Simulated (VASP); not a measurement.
# Ga2SnO4 (P6_322) in VASP: single point with PBE

Aim: the single point of Ga2SnO4 with PBE.

Program: VASP 6.6.1. These are calculated values, not measurements. Logs are shortened: lines on timing, memory, paths and dates and some standing lists are left out, and cuts for length are marked.

**1. The cell of the first run**

Symmetry: P6_322, No. 182, hexagonal system. The conventional cell has a = 5.288 Å, b = 5.288 Å, c = 8.911 Å, α = 90.00°, β = 90.00°, γ = 120.00°. Ga (site symmetry 3) has 4 O at 1.82 to 1.86 Å within 2.4 Å. Sn (site symmetry 32) has 9 O at 2.78 to 3.05 Å and 6 Ga at 3.55 Å within 3.7 Å. O (site symmetry 32) has 2 Ga at 1.82 Å within 2.4 Å. O (site symmetry 2) has 2 Ga at 1.86 Å within 2.5 Å.

**2. Single point, PBE**

File INCAR:

```
PREC = Accurate ; ENCUT = 520
EDIFF = 1E-7 ; ISMEAR = 0
SIGMA = 0.02 ; LREAL = False
LASPH = True ; NELM = 100
ALGO = Normal ; ISIF = 2
LWAVE = False ; LCHARG = False
GGA = PE ; NBANDS = 77
```

File KPOINTS:

```
Automatic mesh
0
Gamma
  6 6 4
```

File POSCAR:

```
Ga2SnO4
1.0
    5.2882692416      0.0000000000      0.0000000000
   -2.6441346208      4.5797755053      0.0000000000
    0.0000000000      0.0000000000      8.9107840911
Ga Sn O
4 2 8
Direct
    0.6666666667      0.3333333333      0.9540876427
    0.6666666667      0.3333333333      0.5459123573
    0.3333333333      0.6666666667      0.4540876427
    0.3333333333      0.6666666667      0.0459123573
    0.0000000000      0.0000000000      0.2500000000
    0.0000000000      0.0000000000      0.7500000000
    0.6666666667      0.3333333333      0.7500000000
    0.6851287812      0.6851287812      0.0000000000
    0.3333333333      0.6666666667      0.2500000000
    0.6851287812      0.0000000000      0.5000000000
    0.3148712188      0.3148712188      0.5000000000
    0.3148712188      0.0000000000      0.0000000000
    0.0000000000      0.6851287812      0.5000000000
    0.0000000000      0.3148712188      0.0000000000
```

Potentials or basis: VASP PAW PBE potentials, release 64 (Ga_d, Sn_d, O).

Run with:

```
$ cat potpaw_PBE.64/Ga_d/POTCAR potpaw_PBE.64/Sn_d/POTCAR potpaw_PBE.64/O/POTCAR > POTCAR
$ mpirun -np 1 vasp_std > vasp.out
```

OUTCAR:

```text
PREC = Accurate
   ENCUT = 520
   EDIFF = 1E-7
   ISMEAR = 0
   LREAL = False
   LASPH = True
   NELM = 100
   ISIF = 2
   GGA = PE

 ion  position               nearest neighbor table
   1  0.667  0.333  0.954-   7 1.82  14 1.86  12 1.86   8 1.86
   2  0.667  0.333  0.546-   7 1.82  10 1.86  13 1.86  11 1.86
   3  0.333  0.667  0.454-   9 1.82  13 1.86  10 1.86  11 1.86
   4  0.333  0.667  0.046-   9 1.82  12 1.86  14 1.86   8 1.86
   5  0.000  0.000  0.250-  10 2.78  12 2.78  11 2.78   8 2.78  13 2.78  14 2.78
   6  0.000  0.000  0.750-  10 2.78  12 2.78  11 2.78   8 2.78  13 2.78  14 2.78
   7  0.667  0.333  0.750-   1 1.82   2 1.82
   8  0.685  0.685  0.000-   4 1.86   1 1.86   5 2.78   6 2.78
   9  0.333  0.667  0.250-   3 1.82   4 1.82
  10  0.685  0.000  0.500-   2 1.86   3 1.86   5 2.78   6 2.78
  11  0.315  0.315  0.500-   2 1.86   3 1.86   5 2.78   6 2.78
  12  0.315  0.000  0.000-   4 1.86   1 1.86   5 2.78   6 2.78
  13  0.000  0.685  0.500-   3 1.86   2 1.86   5 2.78   6 2.78
  14  0.000  0.315  0.000-   1 1.86   4 1.86   5 2.78   6 2.78

  LATTYP: Found a hexagonal cell.
 ALAT       =     5.2882692416
 C/A-ratio  =     1.6850095341

  Lattice vectors:

 A1 = (   5.2882692416,   0.0000000000,   0.0000000000)
 A2 = (  -2.6441346208,   4.5797755053,   0.0000000000)
 A3 = (   0.0000000000,   0.0000000000,   8.9107840911)

Analysis of symmetry for initial positions (statically):
=====================================================================
 Subroutine PRICEL returns:
 Original cell was already a primitive cell.

 Routine SETGRP: Setting up the symmetry group for a
 hexagonal supercell.

 Subroutine GETGRP returns: Found 12 space group operations
 (whereof  6 operations were pure point group operations)
 out of a pool of 24 trial point group operations.

The static configuration has the point symmetry D_3 .
 The point group associated with its full space group is D_6 .

Analysis of symmetry for dynamics (positions and initial velocities):
=====================================================================
 Subroutine PRICEL returns:
 Original cell was already a primitive cell.

 Routine SETGRP: Setting up the symmetry group for a
 hexagonal supercell.

 Subroutine GETGRP returns: Found 12 space group operations
 (whereof  6 operations were pure point group operations)
 out of a pool of 24 trial point group operations.

The dynamic configuration has the point symmetry D_3 .
 The point group associated with its full space group is D_6 .

 Subroutine INISYM returns: Found 12 space group operations
 (whereof  6 operations are pure point group operations),
 and found     1 'primitive' translations

----------------------------------------------------------------------------------------

                                     Primitive cell

  volume of cell :     215.8110

  direct lattice vectors                    reciprocal lattice vectors
     5.288269242  0.000000000  0.000000000     0.189097785  0.109175657  0.000000000
    -2.644134621  4.579775505  0.000000000     0.000000000  0.218351314  0.000000000
     0.000000000  0.000000000  8.910784091     0.000000000  0.000000000  0.112223570

  length of vectors
     5.288269242  5.288269242  8.910784091     0.218351314  0.218351314  0.112223570

  position of ions in fractional coordinates (direct lattice)
     0.666666667  0.333333333  0.954087643
     0.666666667  0.333333333  0.545912357
     0.333333333  0.666666667  0.454087643
     0.333333333  0.666666667  0.045912357
     0.000000000  0.000000000  0.250000000
     0.000000000  0.000000000  0.750000000
     0.666666667  0.333333333  0.750000000
     0.685128781  0.685128781  0.000000000
     0.333333333  0.666666667  0.250000000
     0.685128781  0.000000000  0.500000000
     0.314871219  0.314871219  0.500000000
     0.314871219  0.000000000  0.000000000
     0.000000000  0.685128781  0.500000000
     0.000000000  0.314871219  0.000000000

  ion indices of the primitive-cell ions
   primitive index   ion index
                 1           1
                 2           2
                 3           3
                 4           4
                 5           5
                 6           6
                 7           7
                 8           8
                 9           9
                10          10
                11          11
                12          12
                13          13
                14          14

----------------------------------------------------------------------------------------

 KPOINTS: Automatic mesh

Automatic generation of k-mesh.
 Grid dimensions read from file:
 generate k-points for:    6    6    4

 Generating k-lattice:

  Cartesian coordinates                     Fractional coordinates (reciprocal lattice)
     0.031516297  0.018195943  0.000000000     0.166666667  0.000000000  0.000000000
     0.000000000  0.036391886  0.000000000     0.000000000  0.166666667  0.000000000
     0.000000000  0.000000000  0.028055892     0.000000000  0.000000000  0.250000000

  Length of vectors
     0.036391886  0.036391886  0.028055892

  Shift w.r.t. Gamma in fractional coordinates (k-lattice)
     0.000000000  0.000000000  0.000000000

 Subroutine IBZKPT returns following result:
 ===========================================

 Found     21 irreducible k-points:

 Following reciprocal coordinates:
            Coordinates               Weight
  0.000000  0.000000  0.000000      1.000000
  0.166667  0.000000  0.000000      6.000000
  0.333333  0.000000  0.000000      6.000000
  0.500000  0.000000  0.000000      3.000000
  0.166667  0.166667  0.000000      6.000000
  0.333333  0.166667  0.000000     12.000000
[... 13 lines left out ...]
  0.333333  0.166667  0.500000     12.000000
  0.333333  0.333333  0.500000      2.000000
   k-points           NKPTS =     21   k-points in BZ     NKDIM =     21   number of bands    NBANDS=     77
   number of dos      NEDOS =    301   number of ions     NIONS =     14
   total plane-waves  NPLWV = 112000
   dimension x,y,z NGX =    40 NGY =   40 NGZ =   70
   dimension x,y,z NGXF=    80 NGYF=   80 NGZF=  140
   ions per type =               4   2   8
   NGX,Y,Z   is equivalent  to a cutoff of  12.57, 12.57, 13.06 a.u.
   NGXF,Y,Z  is equivalent  to a cutoff of  25.15, 25.15, 26.12 a.u.
 SYSTEM =  unknown system
   PREC   = accura    normal or accurate (medium, high low for compatibility)
   ISTART =      0    job   : 0-new  1-cont  2-samecut
   ICHARG =      2    charge: 1-file 2-atom 10-const
   ISPIN  =      1    spin polarized calculation?
   LNONCOLLINEAR =      F non collinear calculations
   LSORBIT =      F    spin-orbit coupling
   LASPH  =      T    aspherical Exc in radial PAW
   ENCUT  =  520.0 eV  38.22 Ry    6.18 a.u.   9.83  9.83 16.57*2*pi/ulx,y,z
   NELM   =    100;   NELMIN=  2; NELMDL= -5     # of ELM steps
   EDIFF  = 0.1E-06   stopping-criterion for ELM
   LREAL  =      F    real-space projection
   EDIFFG = 0.1E-05   stopping-criterion for IOM
   NSW    =      0    number of steps for IOM
   IBRION =     -1    ionic relax: 0-MD 1-quasi-New 2-CG
   NFREE  =      0    steps in history (QN), initial steepest desc. (CG)
   ISIF   =      2    stress and relaxation
   ISYM   =      2    0-nonsym 1-usesym 2-fastsym
   POTIM  = 0.5000    time-step for ionic-motion
   TEBEG  =    0.0;   TEEND  =   0.0 temperature during run
   PSTRESS=    0.0 pullay stress
   NELECT =     128.0000    total number of electrons
   NUPDOWN=      -1.0000    fix difference up-down
   EMIN   =  10.00;   EMAX   =-10.00  energy-range for DOS
   EFERMI =   0.00;   METHOD = LEGACY
   ISMEAR =     0;   SIGMA  =   0.02  broadening in eV -4-tet -1-fermi 0-gaus
   EFERMI_NEDOS =   21; number of points for ismear=-14 and -15
   IALGO  =     38    algorithm
   IMIX   =      4    mixing-type and parameters
     AMIX     =   0.40;   BMIX     =  1.00
     AMIX_MAG =   1.60;   BMIX_MAG =  1.00
  volume/ion in A,a.u.               =      15.42       104.03
  Fermi-wavevector in a.u.,A,eV,Ry     =   1.375478  2.599276 25.741397  1.891939
  Thomas-Fermi vector in A             =   2.500810
   LORBIT       =      0    0 simple, 1 ext, 2 COOP (PROOUT), +10 PAW based schemes
   GGA     = PE    functional components
   LHFCALC =     F    Hartree Fock is set to
   AEXX    =    0.0000 exact exchange contribution
   IVDW    =     0    specifies the selected vdW correction
   LEPSILON=     F    determine dielectric tensor
   LRPA    =     F    only Hartree local field effects (RPA)
 non-spin polarized calculation
 Gauss-broadening in eV      SIGMA  =   0.02
  energy-cutoff  :      520.00
  volume of cell :      215.81
 maximum number of plane-waves:      5844
 NGX is ok and might be reduce to    40
   NGX = 19   NGY = 19   NGZ = 33

 number of electron     128.0000004 magnetization

 Free energy of the ion-electron system (eV)
  ---------------------------------------------------
  ext. energy  EPLUGINS =         0.00000000
  ---------------------------------------------------
  free energy    TOTEN  =       -79.49867238 eV

  energy without entropy =      -79.49867238  energy(sigma->0) =      -79.49867238

 E-fermi :   2.8292     XC(G=0):  -9.8133

 val. band max:        2.7146609250   @ k =   0.3333   0.3333   0.0000
 cond. band min:       5.1981913932   @ k =   0.5000   0.0000   0.0000
 fundamental gap:      2.4835304682
 Fermi energy:         2.8292234887

 k-point     1 :       0.0000    0.0000    0.0000
  band No.  band energies     occupation
      1     -17.9118      2.00000
      2     -17.9118      2.00000
      3     -17.9106      2.00000
      4     -17.9106      2.00000
      5     -17.8482      2.00000
      6     -17.8482      2.00000
[... 68 lines left out ...]
     75      10.7091      0.00000
     76      11.0108      0.00000
[... 1578 lines left out ...]
     75      10.7043      0.00000
     76      10.7043      0.00000
 [bands above 76 left out]

------------------------ aborting loop because EDIFF is reached ----------------------------------------

  FORCE on cell =-STRESS in cart. coord.  units (eV):
  Direction    XX          YY          ZZ          XY          YZ          ZX
  --------------------------------------------------------------------------------------
  -------------------------------------------------------------------------------------
  Total        0.3253436      0.3253436      0.1166823      0.0000000      0.0000000      0.0000000
  in kB        2.4153448      2.4153448      0.8662472      0.0000000      0.0000000      0.0000000
  external PRESSURE =       1.8989789 kB  Pullay stress =       0.0000000 kB

 VOLUME and BASIS-vectors are now :
 -----------------------------------------------------------------------------
  energy-cutoff  :      520.00
  volume of cell :      215.81
      direct lattice vectors                 reciprocal lattice vectors
     5.288269242  0.000000000  0.000000000     0.189097785  0.109175657  0.000000000
    -2.644134621  4.579775505  0.000000000     0.000000000  0.218351314  0.000000000
     0.000000000  0.000000000  8.910784091     0.000000000  0.000000000  0.112223570

 POSITION                                       TOTAL-FORCE (eV/Angst)
 -----------------------------------------------------------------------------------
      2.64413      1.52659      8.50167        -0.000000     -0.000000     -0.016097
      2.64413      1.52659      4.86451        -0.000000     -0.000000      0.016097
     -0.00000      3.05318      4.04628        -0.000000     -0.000000     -0.016097
     -0.00000      3.05318      0.40912        -0.000000     -0.000000      0.016097
      0.00000      0.00000      2.22770        -0.000000     -0.000000      0.000000
      0.00000      0.00000      6.68309        -0.000000     -0.000000      0.000000
      2.64413      1.52659      6.68309        -0.000000     -0.000000      0.000000
      1.81157      3.13774      0.00000         0.017574      0.030439      0.000000
     -0.00000      3.05318      2.22770        -0.000000     -0.000000      0.000000
      3.62315      0.00000      4.45539         0.035148     -0.000000     -0.000000
      0.83256      1.44204      4.45539        -0.017574     -0.030439      0.000000
      1.66512      0.00000      0.00000        -0.035148     -0.000000     -0.000000
     -1.81157      3.13774      4.45539        -0.017574      0.030439      0.000000
     -0.83256      1.44204      0.00000         0.017574     -0.030439      0.000000
 -----------------------------------------------------------------------------------
    total drift:                                0.000000     -0.000000     -0.000000

  FREE ENERGIE OF THE ION-ELECTRON SYSTEM (eV)
  ---------------------------------------------------
  free  energy   TOTEN  =       -79.4986723765 eV

  energy  without entropy=      -79.4986723765  energy(sigma->0) =      -79.49867238
```

Run time: 21 min. Hardware: 1 thread of Oxide Virtual Turin-like, shared host; peak memory 0.45 GiB.

Results:

- Free energy: -79.4987 eV
- Pressure: 0.2 GPa
- Largest force: 0.035 eV/Å
- Band gap on the k mesh: 2.48 eV (least direct gap 2.55 eV)

Forces in eV/Å, atoms in the order of the input:
```
Ga   0.000  0.000 -0.016
Ga   0.000  0.000  0.016
Ga   0.000  0.000 -0.016
Ga   0.000  0.000  0.016
Sn   0.000  0.000  0.000
Sn   0.000  0.000  0.000
O    0.000  0.000  0.000
O    0.018  0.030  0.000
O    0.000  0.000  0.000
O    0.035  0.000  0.000
O   -0.018 -0.030  0.000
O   -0.035  0.000  0.000
O   -0.018  0.030  0.000
O    0.018 -0.030  0.000
```

Stress tensor (GPa, compression positive):
```
0.24 0.00 0.00
0.00 0.24 0.00
0.00 0.00 0.09
```

Levels at points of the mesh, in eV from the valence-band top:
| k point | band 62 | band 63 | band 64 | band 65 | band 66 | band 67 |
| --- | --- | --- | --- | --- | --- | --- |
| (0.00, 0.00, 0.00) | -0.57 | -0.57 | -0.47 | 2.99 | 3.73 | 3.73 |
| (0.50, 0.00, 0.00) | -0.42 | -0.16 | -0.06 | 2.48 | 3.72 | 3.86 |
| (0.00, 0.00, 0.50) | -0.53 | -0.43 | -0.43 | 3.20 | 3.20 | 3.62 |
| (0.50, 0.00, 0.50) | -0.66 | -0.20 | -0.20 | 3.03 | 3.03 | 4.02 |

Caveat: spin-orbit coupling is left out, which moves the levels of the heavy elements. A k mesh can miss the band edges.
